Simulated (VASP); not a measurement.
Runs of VASP 6.6.1 on Ti2Te3Pt. The structure is that of space group R3m (No. 160), or close to it. The cells are those of the table. 

```tsv
task	cell	k mesh	cutoff (eV)	gap on the mesh (eV)	pressure (GPa)	largest force (eV/Å)
single point	a = 5.509 Å, angles 87.1°, 6 atoms	6 × 6 × 6	520	none	0.0	(a)
single point	a = 5.498 Å, angles 87.1°, 6 atoms	3 × 3 × 3	520	none	0.2	0.16
relaxation of cell and atoms	relaxed from a = 5.922 Å, angles 67.0°, 6 atoms	3 × 3 × 3	600	none	0.1	0.02
single point	a = 5.922 Å, angles 67.0°, 6 atoms	3 × 3 × 3	520	none	(b)	15.01
```

Alike in all rows: level PBE; potentials or basis VASP PAW PBE potentials, release 64 (Ti_sv, Te, Pt); no spin polarisation; smearing gaussian 0.1 eV.

**Question.** Estimate the missing entries.

**Answer.** (a) 0.15; (b) 21.1.

Caveats: some runs use coarse meshes; spin-orbit coupling is left out, which moves the levels of the heavy elements; forces of over 1 eV/Å act on the atoms, so gaps and moduli don't describe the material at rest (some runs).

A k mesh can miss the band edges, and the runs leave out spin-orbit coupling on Pt, Te.

A gap of «none» marks levels without a gap at the run's occupations.
